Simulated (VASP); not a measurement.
# GaCo (Pm-3m) in VASP: single point with LDA

Aim: the single point of GaCo with LDA.

All numbers are computed with VASP 6.6.1; they aren't measurements. Logs are shortened: lines on timing, memory, paths and dates and some standing lists are left out, and cuts for length are marked.

## Step 1: The cell of the first run

It takes space group Pm-3m (No. 221, cubic). Conventional cell: a = 2.878 Å, b = 2.878 Å, c = 2.878 Å, α = 90.00°, β = 90.00°, γ = 90.00°. Within 3.3 Å of Ga (site symmetry m-3m) lie 8 Co at 2.49 Å and 6 Ga at 2.88 Å. Co (site symmetry m-3m) has 8 Ga at 2.49 Å and 6 Co at 2.88 Å within 3.3 Å.

## Step 2: Single point, LDA, collinear spin, ferromagnetic start

The input, INCAR:

```
  PREC = Accurate
  ENCUT = 520
  EDIFF = 1E-7
  ISMEAR = 0
  SIGMA = 0.05
  LREAL = F
  LASPH = T
  NELM = 150
  ALGO = Normal
  ISIF = 2
  LWAVE = F
  LCHARG = T
  ISPIN = 2
  MAGMOM = 0 3
  LORBIT = 11
  LMAXMIX = 4
  LELF = T
  LVHAR = T
  NBANDS = 22
```

The input, KPOINTS:

```
regular mesh
0
Gamma
  14 14 14
```

The input, POSCAR:

```
GaCo
1.0
    2.8780000000      0.0000000000      0.0000000000
    0.0000000000      2.8780000000      0.0000000000
    0.0000000000      0.0000000000      2.8780000000
Ga Co
1 1
Direct
    0.5000000000      0.5000000000      0.5000000000
    0.0000000000      0.0000000000      0.0000000000
```

Potentials or basis: VASP PAW LDA potentials, release 64 (Ga_d, Co).

Launch:

```bash
cat potpaw_LDA.64/Ga_d/POTCAR potpaw_LDA.64/Co/POTCAR > POTCAR
mpirun -np 1 vasp_std > vasp.out
```

OUTCAR:

```text
PREC = Accurate
   ENCUT = 520
   EDIFF = 1E-7
   ISMEAR = 0
   LREAL = F
   LASPH = T
   NELM = 150
   ISIF = 2
   ISPIN = 2
   LORBIT = 11

 ion  position               nearest neighbor table
   1  0.500  0.500  0.500-   2 2.49   2 2.49   2 2.49   2 2.49   2 2.49   2 2.49   2 2.49   2 2.49

   2  0.000  0.000  0.000-   1 2.49   1 2.49   1 2.49   1 2.49   1 2.49   1 2.49   1 2.49   1 2.49

  LATTYP: Found a simple cubic cell.
 ALAT       =     2.8780000000

  Lattice vectors:

 A1 = (   2.8780000000,   0.0000000000,   0.0000000000)
 A2 = (   0.0000000000,   2.8780000000,   0.0000000000)
 A3 = (   0.0000000000,   0.0000000000,   2.8780000000)

Analysis of symmetry for initial positions (statically):
=====================================================================
 Subroutine PRICEL returns:
 Original cell was already a primitive cell.

 Routine SETGRP: Setting up the symmetry group for a
 simple cubic supercell.

 Subroutine GETGRP returns: Found 48 space group operations
 (whereof 48 operations were pure point group operations)
 out of a pool of 48 trial point group operations.

The static configuration has the point symmetry O_h .

Analysis of symmetry for dynamics (positions and initial velocities):
=====================================================================
 Subroutine PRICEL returns:
 Original cell was already a primitive cell.

 Routine SETGRP: Setting up the symmetry group for a
 simple cubic supercell.

 Subroutine GETGRP returns: Found 48 space group operations
 (whereof 48 operations were pure point group operations)
 out of a pool of 48 trial point group operations.

The dynamic configuration has the point symmetry O_h .

Analysis of structural, dynamic, and magnetic symmetry:
=====================================================================
 Subroutine PRICEL returns:
 Original cell was already a primitive cell.

 Routine SETGRP: Setting up the symmetry group for a
 simple cubic supercell.

 Subroutine GETGRP returns: Found 48 space group operations
 (whereof 48 operations were pure point group operations)
 out of a pool of 48 trial point group operations.

The overall configuration has the point symmetry O_h .

 Subroutine INISYM returns: Found 48 space group operations
 (whereof 48 operations are pure point group operations),
 and found     1 'primitive' translations

----------------------------------------------------------------------------------------

                                     Primitive cell

  volume of cell :      23.8381

  direct lattice vectors                    reciprocal lattice vectors
     2.878000000  0.000000000  0.000000000     0.347463516  0.000000000  0.000000000
     0.000000000  2.878000000  0.000000000     0.000000000  0.347463516  0.000000000
     0.000000000  0.000000000  2.878000000     0.000000000  0.000000000  0.347463516

  length of vectors
     2.878000000  2.878000000  2.878000000     0.347463516  0.347463516  0.347463516

  position of ions in fractional coordinates (direct lattice)
     0.500000000  0.500000000  0.500000000
     0.000000000  0.000000000  0.000000000

  ion indices of the primitive-cell ions
   primitive index   ion index
                 1           1
                 2           2

----------------------------------------------------------------------------------------

 KPOINTS: regular mesh

Automatic generation of k-mesh.
 Grid dimensions read from file:
 generate k-points for:   14   14   14

 Generating k-lattice:

  Cartesian coordinates                     Fractional coordinates (reciprocal lattice)
     0.024818823  0.000000000  0.000000000     0.071428571  0.000000000  0.000000000
     0.000000000  0.024818823  0.000000000     0.000000000  0.071428571  0.000000000
     0.000000000  0.000000000  0.024818823     0.000000000  0.000000000  0.071428571

  Length of vectors
     0.024818823  0.024818823  0.024818823

  Shift w.r.t. Gamma in fractional coordinates (k-lattice)
     0.000000000  0.000000000  0.000000000

 Subroutine IBZKPT returns following result:
 ===========================================

 Found    120 irreducible k-points:

 Following reciprocal coordinates:
            Coordinates               Weight
  0.000000  0.000000  0.000000      1.000000
  0.071429  0.000000  0.000000      6.000000
  0.142857  0.000000  0.000000      6.000000
  0.214286  0.000000  0.000000      6.000000
  0.285714  0.000000  0.000000      6.000000
  0.357143  0.000000  0.000000      6.000000
[... 16 lines left out ...]
  0.285714  0.214286  0.000000     24.000000
  0.357143  0.214286  0.000000     24.000000
 [... further k-points ...]
   k-points           NKPTS =    120   k-points in BZ     NKDIM =    120   number of bands    NBANDS=     22
   number of dos      NEDOS =    301   number of ions     NIONS =      2
   total plane-waves  NPLWV =  13824
   dimension x,y,z NGX =    24 NGY =   24 NGZ =   24
   dimension x,y,z NGXF=    48 NGYF=   48 NGZF=   48
   ions per type =               1   1
   NGX,Y,Z   is equivalent  to a cutoff of  13.86, 13.86, 13.86 a.u.
   NGXF,Y,Z  is equivalent  to a cutoff of  27.73, 27.73, 27.73 a.u.
 SYSTEM =  unknown system
   PREC   = accura    normal or accurate (medium, high low for compatibility)
   ISTART =      0    job   : 0-new  1-cont  2-samecut
   ICHARG =      2    charge: 1-file 2-atom 10-const
   ISPIN  =      2    spin polarized calculation?
   LNONCOLLINEAR =      F non collinear calculations
   LSORBIT =      F    spin-orbit coupling
   LASPH  =      T    aspherical Exc in radial PAW
   ENCUT  =  520.0 eV  38.22 Ry    6.18 a.u.   5.35  5.35  5.35*2*pi/ulx,y,z
   NELM   =    150;   NELMIN=  2; NELMDL= -5     # of ELM steps
   EDIFF  = 0.1E-06   stopping-criterion for ELM
   LREAL  =      F    real-space projection
   EDIFFG = 0.1E-05   stopping-criterion for IOM
   NSW    =      0    number of steps for IOM
   IBRION =     -1    ionic relax: 0-MD 1-quasi-New 2-CG
   NFREE  =      0    steps in history (QN), initial steepest desc. (CG)
   ISIF   =      2    stress and relaxation
   ISYM   =      2    0-nonsym 1-usesym 2-fastsym
   POTIM  = 0.5000    time-step for ionic-motion
   TEBEG  =    0.0;   TEEND  =   0.0 temperature during run
   PSTRESS=    0.0 pullay stress
   NELECT =      22.0000    total number of electrons
   NUPDOWN=      -1.0000    fix difference up-down
   EMIN   =  10.00;   EMAX   =-10.00  energy-range for DOS
   EFERMI =   0.00;   METHOD = LEGACY
   ISMEAR =     0;   SIGMA  =   0.05  broadening in eV -4-tet -1-fermi 0-gaus
   EFERMI_NEDOS =   21; number of points for ismear=-14 and -15
   IALGO  =     38    algorithm
   IMIX   =      4    mixing-type and parameters
     AMIX     =   0.40;   BMIX     =  1.00
     AMIX_MAG =   1.60;   BMIX_MAG =  1.00
  volume/ion in A,a.u.               =      11.92        80.43
  Fermi-wavevector in a.u.,A,eV,Ry     =   1.593890  3.012015 34.565389  2.540484
  Thomas-Fermi vector in A             =   2.692049
   LORBIT       =     11    0 simple, 1 ext, 2 COOP (PROOUT), +10 PAW based schemes
   GGA     = CA    functional components
   LHFCALC =     F    Hartree Fock is set to
   AEXX    =    0.0000 exact exchange contribution
   IVDW    =     0    specifies the selected vdW correction
   LEPSILON=     F    determine dielectric tensor
   LRPA    =     F    only Hartree local field effects (RPA)
 spin polarized calculation
 Gauss-broadening in eV      SIGMA  =   0.05
  energy-cutoff  :      520.00
  volume of cell :       23.84
 maximum number of plane-waves:       660
 NGX is ok and might be reduce to    24
   NGX = 11   NGY = 11   NGZ = 11

 number of electron      22.0000018 magnetization       0.0009714

 Free energy of the ion-electron system (eV)
  ---------------------------------------------------
  ext. energy  EPLUGINS =         0.00000000
  ---------------------------------------------------
  free energy    TOTEN  =       -12.46250581 eV

  energy without entropy =      -12.46064978  energy(sigma->0) =      -12.46157779

 E-fermi :   9.5489     XC(G=0): -13.5393

 val. band max:        9.5458468453   @ k =   0.5000   0.2857   0.0714
 cond. band min:       9.5555095433   @ k =   0.5000   0.4286   0.2143
 fundamental gap:      0.0096626980
 Fermi energy:         9.5489066228

 spin component 1

 k-point     1 :       0.0000    0.0000    0.0000
  band No.  band energies     occupation
      1      -5.7268      1.00000
      2      -5.7268      1.00000
      3      -5.3839      1.00000
      4      -5.3839      1.00000
      5      -5.3839      1.00000
      6      -2.5465      1.00000
[... 14 lines left out ...]
     21      34.6106      0.00000
     22      34.6106      0.00000

 k-point     2 :       0.0714    0.0000    0.0000
  band No.  band energies     occupation
      1      -5.7241      1.00000
      2      -5.7132      1.00000
      3      -5.3888      1.00000
      4      -5.3888      1.00000
      5      -5.3828      1.00000
      6      -2.4502      1.00000
[... 14 lines left out ...]
     21      33.4643      0.00000
     22      33.8184      0.00000

 k-point     3 :       0.1429    0.0000    0.0000
  band No.  band energies     occupation
      1      -5.7166      1.00000
      2      -5.6758      1.00000
      3      -5.4025      1.00000
      4      -5.4025      1.00000
      5      -5.3797      1.00000
      6      -2.1610      1.00000
[... 14 lines left out ...]
     21      31.6750      0.00000
     22      33.8086      0.00000
[... 476 lines left out ...]
 k-point    23 :       0.2857    0.2143    0.0000
  band No.  band energies     occupation
      1      -5.6390      1.00000
      2      -5.5192      1.00000
      3      -5.4911      1.00000
      4      -5.4465      1.00000
      5      -5.4155      1.00000
      6      -0.1989      1.00000
[... 14 lines left out ...]
     21      30.3003      0.00000
     22      32.1725      0.00000

 k-point    24 :       0.3571    0.2143    0.0000
  band No.  band energies     occupation
      1      -5.6280      1.00000
      2      -5.5490      1.00000
      3      -5.4676      1.00000
      4      -5.4397      1.00000
      5      -5.4153      1.00000
      6       0.5964      1.00000
[... 14 lines left out ...]
     21      31.7807      0.00000
     22      33.4571      0.00000

 [... further k-points ...]

 spin component 2

 k-point     1 :       0.0000    0.0000    0.0000
  band No.  band energies     occupation
      1      -5.7268      1.00000
      2      -5.7268      1.00000
      3      -5.3839      1.00000
      4      -5.3839      1.00000
      5      -5.3839      1.00000
      6      -2.5465      1.00000
[... 14 lines left out ...]
     21      34.6107      0.00000
     22      34.6107      0.00000

 k-point     2 :       0.0714    0.0000    0.0000
  band No.  band energies     occupation
      1      -5.7241      1.00000
      2      -5.7132      1.00000
      3      -5.3888      1.00000
      4      -5.3888      1.00000
      5      -5.3828      1.00000
      6      -2.4502      1.00000
[... 14 lines left out ...]
     21      33.4645      0.00000
     22      33.8185      0.00000

 k-point     3 :       0.1429    0.0000    0.0000
  band No.  band energies     occupation
      1      -5.7166      1.00000
      2      -5.6758      1.00000
      3      -5.4026      1.00000
      4      -5.4026      1.00000
      5      -5.3797      1.00000
      6      -2.1610      1.00000
[... 14 lines left out ...]
     21      31.6751      0.00000
     22      33.8087      0.00000
[... 476 lines left out ...]
 k-point    23 :       0.2857    0.2143    0.0000
  band No.  band energies     occupation
      1      -5.6390      1.00000
      2      -5.5192      1.00000
      3      -5.4911      1.00000
      4      -5.4465      1.00000
      5      -5.4155      1.00000
      6      -0.1989      1.00000
[... 14 lines left out ...]
     21      30.3004      0.00000
     22      32.1727      0.00000

 k-point    24 :       0.3571    0.2143    0.0000
  band No.  band energies     occupation
      1      -5.6280      1.00000
      2      -5.5491      1.00000
      3      -5.4676      1.00000
      4      -5.4397      1.00000
      5      -5.4154      1.00000
      6       0.5964      1.00000
[... 14 lines left out ...]
     21      31.7808      0.00000
     22      33.4573      0.00000

 [... further k-points ...]

------------------------ aborting loop because EDIFF is reached ----------------------------------------

  FORCE on cell =-STRESS in cart. coord.  units (eV):
  Direction    XX          YY          ZZ          XY          YZ          ZX
  --------------------------------------------------------------------------------------
  -------------------------------------------------------------------------------------
  Total       -1.9210166     -1.9210166     -1.9210166      0.0000000     -0.0000000      0.0000000
  in kB     -129.1128122   -129.1128122   -129.1128122      0.0000000     -0.0000000      0.0000000
  external PRESSURE =    -129.1128122 kB  Pullay stress =       0.0000000 kB

 VOLUME and BASIS-vectors are now :
 -----------------------------------------------------------------------------
  energy-cutoff  :      520.00
  volume of cell :       23.84
      direct lattice vectors                 reciprocal lattice vectors
     2.878000000  0.000000000  0.000000000     0.347463516  0.000000000  0.000000000
     0.000000000  2.878000000  0.000000000     0.000000000  0.347463516  0.000000000
     0.000000000  0.000000000  2.878000000     0.000000000  0.000000000  0.347463516

 POSITION                                       TOTAL-FORCE (eV/Angst)
 -----------------------------------------------------------------------------------
      1.43900      1.43900      1.43900         0.000000      0.000000      0.000000
      0.00000      0.00000      0.00000         0.000000      0.000000      0.000000
 -----------------------------------------------------------------------------------
    total drift:                                0.000000      0.000000     -0.000000

  FREE ENERGIE OF THE ION-ELECTRON SYSTEM (eV)
  ---------------------------------------------------
  free  energy   TOTEN  =       -12.4625058073 eV

  energy  without entropy=      -12.4606497796  energy(sigma->0) =      -12.46157779

 total charge

# of ion       s       p       d       tot
------------------------------------------
    1        0.859   0.890  10.050  11.799
    2        0.387   0.448   7.531   8.366
--------------------------------------------------
tot          1.246   1.339  17.581  20.166

 magnetization (x)

# of ion       s       p       d       tot
------------------------------------------
    1       -0.000  -0.000  -0.000  -0.000
    2        0.000  -0.000   0.001   0.001
--------------------------------------------------
tot         -0.000  -0.000   0.001   0.001
```

Run time: 4.9 min. Hardware: 1 thread of AMD EPYC 7R13, shared host; peak memory 0.18 GiB.

Results:

```yaml
Free_energy: -12.4625 eV
Pressure: -12.9 GPa
Band_gap_on_the_k_mesh: zero (filled and empty bands overlap)
Net_moment: 0.00 μB per cell
Valence_electrons_inside_the_program's_atomic_spheres: Ga 11.80; Co 8.37
```

Levels at points of the mesh, in eV from the Fermi level:
Spin up:
```tsv
k point	band 8	band 9	band 10	band 11	band 12	band 13	band 14	band 15
(0.00, 0.00, 0.00)	-2.59	-0.75	-0.75	-0.75	5.13	5.13	5.13	11.15
(0.50, 0.00, 0.00)	-2.37	-1.77	-1.77	-0.74	0.05	10.53	10.53	11.73
(0.50, 0.50, 0.00)	-3.11	-2.50	-1.24	-1.24	-0.30	2.21	3.14	11.36
(0.50, 0.50, 0.50)	-4.11	-0.27	-0.27	0.47	3.89	3.89	3.89	4.78
```
Spin down:
```csv
k point,band 9,band 10,band 11,band 12,band 13,band 14
"(0.00, 0.00, 0.00)",-0.75,-0.75,-0.75,5.13,5.13,5.13
"(0.50, 0.00, 0.00)",-1.77,-1.77,-0.74,0.05,10.53,10.53
"(0.50, 0.50, 0.00)",-2.50,-1.24,-1.24,-0.30,2.21,3.14
"(0.50, 0.50, 0.50)",-0.26,-0.26,0.47,3.89,3.89,3.89
```

Caveat: the starting moments collapsed, and a magnetic state may lie lower.
